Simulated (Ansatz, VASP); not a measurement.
One calculation of CuF, two programs

File INCAR:

```
SYSTEM = CuF
  PREC = Accurate
  ENCUT = 520
  EDIFF = 1E-7
  ISMEAR = -1
  SIGMA = 0.02
  LREAL = .False.
  LASPH = .True.
  NELM = 80
  ALGO = Normal
  ISIF = 2
  LWAVE = .False.
  LCHARG = .False.
  GGA = PE
  NBANDS = 26
```

The input KPOINTS:

```
Automatic mesh
0
Gamma
  9 9 4
  0 0 0
```

File POSCAR:

```
CuF
1.0
    2.8644951773      0.0000000000      0.0000000000
   -1.4322475886      2.4807255925      0.0000000000
    0.0000000000      0.0000000000      6.8077462040
Cu F
2 2
Direct
    0.3333333333      0.6666666667      0.0460751685
    0.6666666667      0.3333333333      0.5460751685
    0.3333333333      0.6666666667      0.3289248315
    0.6666666667      0.3333333333      0.8289248315
```

Input for Ansatz:

```yaml
crystal:
  lattice:
    - [2.8644951773, 0.0, 0.0]
    - [-1.4322475886, 2.4807255925, 0.0]
    - [0.0, 0.0, 6.807746204]
  atoms:
    - { symbol: Cu, position: [0.3333333333, 0.6666666667, 0.0460751685] }
    - { symbol: Cu, position: [0.6666666667, 0.3333333333, 0.5460751685] }
    - { symbol: F, position: [0.3333333333, 0.6666666667, 0.3289248315] }
    - { symbol: F, position: [0.6666666667, 0.3333333333, 0.8289248315] }
kpoints:
  mp_grid: { grid: [9, 9, 4] }
hamiltonian:
  xc: pbe
scf:
  occupations: { method: fermi_dirac, width: 0.02 }
  n_extra_bands: 5
output:
  forces: true
  stress: true
  eigenvalues: true
```

Alike in both runs: task single point; functional PBE; k mesh 9 × 9 × 4; occupations fermi-dirac, width 0.02 eV; no spin polarisation.

|  | VASP | Ansatz |
| --- | --- | --- |
| version | VASP 6.6.1 | Ansatz 0.2.0 |
| potentials or method | VASP PAW PBE potentials, release 64 (Cu, F) | plane waves, PAW |
| plane-wave cutoff (eV) | 520 | 420 |
| valence electrons in the cell | 36 | 52 |

Ansatz gave:

| Item | Value |
| --- | --- |
| pressure (GPa) | 0.0 |
| traceless stress, the component that is largest in VASP (GPa) | 0.02 |
| rms of the force components (eV/Å) | 0.000 |

Q: Which values does VASP return?

A: Pressure (GPa): 0.2; traceless stress, the component that is largest in VASP (GPa): 0.47; rms of the force components (eV/Å): 0.035.

Atom by atom the forces differ by 0.035 eV/Å (rms over components). VASP's potentials hold 36 valence electrons a cell and Ansatz's 52, so a difference there can come from the potentials and not from the codes.
